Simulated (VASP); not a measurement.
# Sr3B (Fm-3m) in VASP: relaxation of cell and atoms with PBE

Aim: the relaxation of cell and atoms of Sr3B with PBE.

All numbers are computed with VASP 6.6.1; they aren't measurements. Logs are shortened: lines on timing, memory, paths and dates and some standing lists are left out, and cuts for length are marked.

## (1) The cell of the first run

The structure is cubic, space group Fm-3m (No. 225). The conventional cell has a = 8.618 Å, b = 8.618 Å, c = 8.618 Å, α = 90.00°, β = 90.00°, γ = 90.00°. Within 4.9 Å of Sr (site symmetry m-3m) lie 8 Sr at 3.73 Å and 6 B at 4.31 Å. Within 4.9 Å of Sr (site symmetry -43m) lie 10 Sr at 3.73 to 4.31 Å and 4 B at 3.73 Å. B (site symmetry m-3m) has 14 Sr at 3.73 to 4.31 Å within 4.9 Å.

The cell was built from a structure type or drawn by symmetry, and may not be a known phase.

## (2) Relaxation of cell and atoms, PBE

File INCAR:

```
  ALGO = Normal
  EDIFF = 1E-7
  EDIFFG = -0.04
  ENCUT = 910
  GGA = PE
  GGA_COMPAT = F
  IBRION = 2
  ISIF = 3
  ISMEAR = 0
  LASPH = T
  LCHARG = F
  LREAL = F
  LWAVE = F
  NELM = 120
  NELMIN = 4
  NSW = 90
  PREC = Accurate
  SIGMA = 0.1
```

File KPOINTS:

```
k-points
0
Gamma
  4 4 4
```

File POSCAR:

```
Sr3B
1.0
    0.0000000000      4.3090414200      4.3090414200
    4.3090414200      0.0000000000      4.3090414200
    4.3090414200      4.3090414200      0.0000000000
Sr B
3 1
Direct
    0.5000000000      0.5000000000      0.5000000000
    0.2500000000      0.2500000000      0.2500000000
    0.7500000000      0.7500000000      0.7500000000
    0.0000000000      0.0000000000      0.0000000000
```

Potentials or basis: VASP PAW PBE potentials, release 64 (Sr_sv, B_h).

Run with:

```
> cat potpaw_PBE.64/Sr_sv/POTCAR potpaw_PBE.64/B_h/POTCAR > POTCAR
> mpirun -np 1 vasp_std > vasp.out
```

OUTCAR:

```text
EDIFF = 1E-7
   EDIFFG = -0.04
   ENCUT = 910
   GGA = PE
   IBRION = 2
   ISIF = 3
   ISMEAR = 0
   LASPH = T
   LREAL = F
   NELM = 120
   NELMIN = 4
   NSW = 90
   PREC = Accurate

 ion  position               nearest neighbor table
   1  0.500  0.500  0.500-   2 3.73   2 3.73   2 3.73   2 3.73   3 3.73   3 3.73   3 3.73   3 3.73

   2  0.250  0.250  0.250-   1 3.73   1 3.73   1 3.73   1 3.73   3 4.31   3 4.31   3 4.31   3 4.31
                             3 4.31   3 4.31
   3  0.750  0.750  0.750-   1 3.73   1 3.73   1 3.73   1 3.73   2 4.31   2 4.31   2 4.31   2 4.31
                             2 4.31   2 4.31
   4  0.000  0.000  0.000-

  LATTYP: Found a face centered cubic cell.
 ALAT       =     8.6180828400

  Lattice vectors:

 A1 = (   0.0000000000,   4.3090414200,   4.3090414200)
 A2 = (   4.3090414200,   0.0000000000,   4.3090414200)
 A3 = (   4.3090414200,   4.3090414200,   0.0000000000)

Analysis of symmetry for initial positions (statically):
=====================================================================
 Subroutine PRICEL returns:
 Original cell was already a primitive cell.

 Routine SETGRP: Setting up the symmetry group for a
 face centered cubic supercell.

 Subroutine GETGRP returns: Found 48 space group operations
 (whereof 48 operations were pure point group operations)
 out of a pool of 48 trial point group operations.

The static configuration has the point symmetry O_h .

Analysis of symmetry for dynamics (positions and initial velocities):
=====================================================================
 Subroutine PRICEL returns:
 Original cell was already a primitive cell.

 Routine SETGRP: Setting up the symmetry group for a
 face centered cubic supercell.

 Subroutine GETGRP returns: Found 48 space group operations
 (whereof 48 operations were pure point group operations)
 out of a pool of 48 trial point group operations.

The dynamic configuration has the point symmetry O_h .

 Subroutine INISYM returns: Found 48 space group operations
 (whereof 48 operations are pure point group operations),
 and found     1 'primitive' translations

----------------------------------------------------------------------------------------

                                     Primitive cell

  volume of cell :     160.0192

  direct lattice vectors                    reciprocal lattice vectors
     0.000000000  4.309041420  4.309041420    -0.116035088  0.116035088  0.116035088
     4.309041420  0.000000000  4.309041420     0.116035088 -0.116035088  0.116035088
     4.309041420  4.309041420  0.000000000     0.116035088  0.116035088 -0.116035088

  length of vectors
     6.093904817  6.093904817  6.093904817     0.200978668  0.200978668  0.200978668

  position of ions in fractional coordinates (direct lattice)
     0.500000000  0.500000000  0.500000000
     0.250000000  0.250000000  0.250000000
     0.750000000  0.750000000  0.750000000
     0.000000000  0.000000000  0.000000000

  ion indices of the primitive-cell ions
   primitive index   ion index
                 1           1
                 2           2
                 3           3
                 4           4

----------------------------------------------------------------------------------------

 KPOINTS: k-points

Automatic generation of k-mesh.
 Grid dimensions read from file:
 generate k-points for:    4    4    4

 Generating k-lattice:

  Cartesian coordinates                     Fractional coordinates (reciprocal lattice)
    -0.029008772  0.029008772  0.029008772     0.250000000  0.000000000  0.000000000
     0.029008772 -0.029008772  0.029008772     0.000000000  0.250000000  0.000000000
     0.029008772  0.029008772 -0.029008772     0.000000000  0.000000000  0.250000000

  Length of vectors
     0.050244667  0.050244667  0.050244667

  Shift w.r.t. Gamma in fractional coordinates (k-lattice)
     0.000000000  0.000000000  0.000000000

 Subroutine IBZKPT returns following result:
 ===========================================

 Found      8 irreducible k-points:

 Following reciprocal coordinates:
            Coordinates               Weight
  0.000000  0.000000  0.000000      1.000000
  0.250000  0.000000  0.000000      8.000000
  0.500000  0.000000  0.000000      4.000000
  0.250000  0.250000  0.000000      6.000000
  0.500000  0.250000  0.000000     24.000000
 -0.250000  0.250000  0.000000     12.000000
  0.500000  0.500000  0.000000      3.000000
 -0.250000  0.500000  0.250000      6.000000
   k-points           NKPTS =      8   k-points in BZ     NKDIM =      8   number of bands    NBANDS=     20
   number of dos      NEDOS =    301   number of ions     NIONS =      4
   total plane-waves  NPLWV = 216000
   dimension x,y,z NGX =    60 NGY =   60 NGZ =   60
   dimension x,y,z NGXF=   120 NGYF=  120 NGZF=  120
   ions per type =               3   1
   NGX,Y,Z   is equivalent  to a cutoff of  16.37, 16.37, 16.37 a.u.
   NGXF,Y,Z  is equivalent  to a cutoff of  32.74, 32.74, 32.74 a.u.
 SYSTEM =  unknown system
   PREC   = accura    normal or accurate (medium, high low for compatibility)
   ISTART =      0    job   : 0-new  1-cont  2-samecut
   ICHARG =      2    charge: 1-file 2-atom 10-const
   ISPIN  =      1    spin polarized calculation?
   LNONCOLLINEAR =      F non collinear calculations
   LSORBIT =      F    spin-orbit coupling
   LASPH  =      T    aspherical Exc in radial PAW
   ENCUT  =  910.0 eV  66.88 Ry    8.18 a.u.  14.99 14.99 14.99*2*pi/ulx,y,z
   NELM   =    120;   NELMIN=  4; NELMDL= -5     # of ELM steps
   EDIFF  = 0.1E-06   stopping-criterion for ELM
   LREAL  =      F    real-space projection
   EDIFFG = -.4E-01   stopping-criterion for IOM
   NSW    =     90    number of steps for IOM
   IBRION =      2    ionic relax: 0-MD 1-quasi-New 2-CG
   NFREE  =      1    steps in history (QN), initial steepest desc. (CG)
   ISIF   =      3    stress and relaxation
   ISYM   =      2    0-nonsym 1-usesym 2-fastsym
   POTIM  = 0.5000    time-step for ionic-motion
   TEBEG  =    0.0;   TEEND  =   0.0 temperature during run
   PSTRESS=    0.0 pullay stress
   NELECT =      33.0000    total number of electrons
   NUPDOWN=      -1.0000    fix difference up-down
   EMIN   =  10.00;   EMAX   =-10.00  energy-range for DOS
   EFERMI =   0.00;   METHOD = LEGACY
   ISMEAR =     0;   SIGMA  =   0.10  broadening in eV -4-tet -1-fermi 0-gaus
   EFERMI_NEDOS =   21; number of points for ismear=-14 and -15
   IALGO  =     38    algorithm
   IMIX   =      4    mixing-type and parameters
     AMIX     =   0.40;   BMIX     =  1.00
     AMIX_MAG =   1.60;   BMIX_MAG =  1.00
  volume/ion in A,a.u.               =      40.00       269.97
  Fermi-wavevector in a.u.,A,eV,Ry     =   0.967213  1.827768 12.728265  0.935501
  Thomas-Fermi vector in A             =   2.097080
   LORBIT       =      0    0 simple, 1 ext, 2 COOP (PROOUT), +10 PAW based schemes
   GGA     = PE    functional components
   LHFCALC =     F    Hartree Fock is set to
   AEXX    =    0.0000 exact exchange contribution
   IVDW    =     0    specifies the selected vdW correction
   LEPSILON=     F    determine dielectric tensor
   LRPA    =     F    only Hartree local field effects (RPA)
 conjugate gradient relaxation of ions
 non-spin polarized calculation
 Gauss-broadening in eV      SIGMA  =   0.10
  energy-cutoff  :      910.00
  volume of cell :      160.02
 maximum number of plane-waves:     10012
   NGX = 29   NGY = 29   NGZ = 29

--------------------------------------- Ionic step        1  -------------------------------------------

 number of electron      33.0000000 magnetization

 Free energy of the ion-electron system (eV)
  ---------------------------------------------------
  ext. energy  EPLUGINS =         0.00000000
  ---------------------------------------------------
  free energy    TOTEN  =        -7.69331962 eV

  energy without entropy =       -7.68518378  energy(sigma->0) =       -7.68925170

------------------------ aborting loop because EDIFF is reached ----------------------------------------

  FORCE on cell =-STRESS in cart. coord.  units (eV):
  Direction    XX          YY          ZZ          XY          YZ          ZX
  --------------------------------------------------------------------------------------
  -------------------------------------------------------------------------------------
  Total       -2.0608666     -2.0608666     -2.0608666      0.0000000     -0.0000000      0.0000000
  in kB      -20.6342395    -20.6342395    -20.6342395      0.0000000     -0.0000000      0.0000000
  external PRESSURE =     -20.6342395 kB  Pullay stress =       0.0000000 kB

 VOLUME and BASIS-vectors are now :
 -----------------------------------------------------------------------------
  energy-cutoff  :      910.00
  volume of cell :      160.02
      direct lattice vectors                 reciprocal lattice vectors
     0.000000000  4.309041420  4.309041420    -0.116035088  0.116035088  0.116035088
     4.309041420  0.000000000  4.309041420     0.116035088 -0.116035088  0.116035088
     4.309041420  4.309041420  0.000000000     0.116035088  0.116035088 -0.116035088
[... 77 lines left out ...]
 POSITION                                       TOTAL-FORCE (eV/Angst)
 -----------------------------------------------------------------------------------
      4.08189      4.08189      4.08189        -0.000000      0.000000      0.000000
      2.04094      2.04094      2.04094         0.000000      0.000000     -0.000000
      6.12283      6.12283      6.12283         0.000000     -0.000000      0.000000
      0.00000      0.00000      0.00000        -0.000000      0.000000      0.000000
 -----------------------------------------------------------------------------------
    total drift:                                0.000000     -0.000000     -0.000000

  FREE ENERGIE OF THE ION-ELECTRON SYSTEM (eV)
  ---------------------------------------------------
  free  energy   TOTEN  =        -7.8854327663 eV

  energy  without entropy=       -7.8628007860  energy(sigma->0) =       -7.87411678

--------------------------------------- Ionic step        4  -------------------------------------------

 number of electron      33.0000000 magnetization

 Free energy of the ion-electron system (eV)
  ---------------------------------------------------
  ext. energy  EPLUGINS =         0.00000000
  ---------------------------------------------------
  free energy    TOTEN  =        -7.88910307 eV

  energy without entropy =       -7.86675548  energy(sigma->0) =       -7.87792927

 E-fermi :   2.6732     XC(G=0):  -8.5540

 val. band max:        2.6231595329   @ k =   0.5000   0.2500   0.0000
 cond. band min:       2.8365334200   @ k =   0.2500   0.2500   0.0000
 fundamental gap:      0.2133738872
 Fermi energy:         2.6731861500

 k-point     1 :       0.0000    0.0000    0.0000
  band No.  band energies     occupation
      1     -33.9285      2.00000
      2     -33.3835      2.00000
      3     -33.3652      2.00000
      4     -16.0606      2.00000
      5     -16.0606      2.00000
      6     -16.0606      2.00000
[... 12 lines left out ...]
     19       2.5736      1.84092
     20       4.0083      0.00000
[... 181 lines left out ...]
 POSITION                                       TOTAL-FORCE (eV/Angst)
 -----------------------------------------------------------------------------------
      4.04446      4.04446      4.04446         0.000000      0.000000      0.000000
      2.02223      2.02223      2.02223         0.000000      0.000000      0.000000
      6.06670      6.06670      6.06670        -0.000000     -0.000000     -0.000000
      8.08893      8.08893      8.08893         0.000000      0.000000      0.000000
 -----------------------------------------------------------------------------------
    total drift:                                0.000000     -0.000000     -0.000000

  FREE ENERGIE OF THE ION-ELECTRON SYSTEM (eV)
  ---------------------------------------------------
  free  energy   TOTEN  =        -7.8891030653 eV

  energy  without entropy=       -7.8667554816  energy(sigma->0) =       -7.87792927

 reached required accuracy - stopping structural energy minimisation
```

Wall time 2.7 min (1 thread of Intel Xeon 6975P-C (Granite Rapids), shared host); peak memory 0.54 GiB.

What came out:

```
Free energy                           : -7.8891 eV
Relaxed volume                        : 33.08 Å³/atom
Relaxed cell                          : a = 5.720 Å, b = 5.720 Å, c = 5.720 Å, α = 60.00°, β = 60.00°, γ = 60.00°
Space group after relaxing (to 0.1 Å) : Fm-3m (No. 225)
Energy gained by relaxing             : 48.9 meV/atom
Ionic steps                           : 4
Pressure after relaxing               : 0.0 GPa
Band gap on the k mesh                : zero (an odd number of electrons rules out a gap without spin polarisation)
```

Step by step:
```csv
step,energy change (eV),largest force (eV/Å),pressure (GPa),volume (Å³)
1,0.0000,0.0000,-2.06,160.02
2,-0.1251,0.0000,-1.35,148.38
3,-0.1921,0.0000,-0.35,136.02
4,-0.1958,0.0000,0.04,132.32
```

Final structure:
```xyz
4
Lattice="0.0000 4.0445 4.0445 4.0445 0.0000 4.0445 4.0445 4.0445 0.0000" Properties=species:S:1:pos:R:3 pbc="T T T"
Sr    4.0445    4.0445    4.0445
Sr    2.0222    2.0222    2.0222
Sr    6.0667    6.0667    6.0667
B     8.0889    8.0889    8.0889
```

Caveat: the volume moved by over 15 % at a fixed basis, so the end points are rough.
